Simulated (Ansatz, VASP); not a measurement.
## GaP in VASP and in Ansatz

The input INCAR:

```
SYSTEM = GaP
PREC = Accurate
ENCUT = 500
EDIFF = 1E-6
ISMEAR = 0
SIGMA = 0.02
LREAL = .FALSE.
LASPH = .TRUE.
NELM = 120
ALGO = Normal
ISIF = 2
LWAVE = .FALSE.
LCHARG = .FALSE.
NBANDS = 16
GGA_COMPAT = .FALSE.
```

Contents of KPOINTS:

```
Automatic mesh
0
G
  10 10 10
  0 0 0
```

Contents of POSCAR:

```
GaP
1.0
    0.0000000000      2.6957342113      2.6957342113
    2.6957342113      0.0000000000      2.6957342113
    2.6957342113      2.6957342113      0.0000000000
Ga P
1 1
Direct
    0.0000000000      0.0000000000      0.0000000000
    0.2500000000      0.2500000000      0.2500000000
```

Input for Ansatz:

```yaml
crystal:
  lattice:
    - [0.0, 2.6957342113, 2.6957342113]
    - [2.6957342113, 0.0, 2.6957342113]
    - [2.6957342113, 2.6957342113, 0.0]
  atoms:
    - { symbol: Ga, position: [0.0, 0.0, 0.0] }
    - { symbol: P, position: [0.25, 0.25, 0.25] }
basis:
  ecutwfc: 420
kpoints:
  mp_grid: { grid: [10, 10, 10] }
  band_path:
    path:
      - [[0.0, 0.0, 0.0], [-0.5, -0.5, 0.0], [-0.375, -0.375, 0.25]]
      - [[-0.375, 0.0, 0.375], [0.0, 0.0, 0.0], [0.0, 0.0, 0.5], [-0.5, -0.25, 0.25], [-0.5, -0.5, 0.0]]
    npoints: 10
hamiltonian:
  xc: lda
  pseudopotentials: { kind: paw, azcp: { folder: soft_1 } }
scf:
  occupations: { method: gaussian, width: 0.02 }
  n_extra_bands: 7
output:
  forces: true
  stress: true
  eigenvalues: true
```

Alike in both runs: task single point; functional LDA; k mesh 10 × 10 × 10; occupations gaussian, width 0.02 eV; no spin polarisation.

|  | VASP | Ansatz |
| --- | --- | --- |
| version | VASP 6.6.1 | Ansatz 0.2.0 |
| potentials or method | VASP PAW LDA potentials, release 64 (Ga_d, P), cutoff 500 eV | scalar-relativistic, plane waves, PAW |
| valence electrons in the cell | 18 | 18 |

|  | VASP | Ansatz | Ansatz less VASP |
| --- | --- | --- | --- |
| gap on the k mesh at the Fermi level (eV) | 1.40 | 1.40 | -0.001 |
| least direct gap on the mesh (eV) | 1.91 | 1.88 | -0.029 |
| pressure (GPa) | 0.1 | 0.0 | -0.07 |

Ansatz warns that its potentials were made for another functional, while VASP's fit it. LDA's correlation is that of Perdew and Zunger in VASP and of Perdew and Wang (1992) in Ansatz.
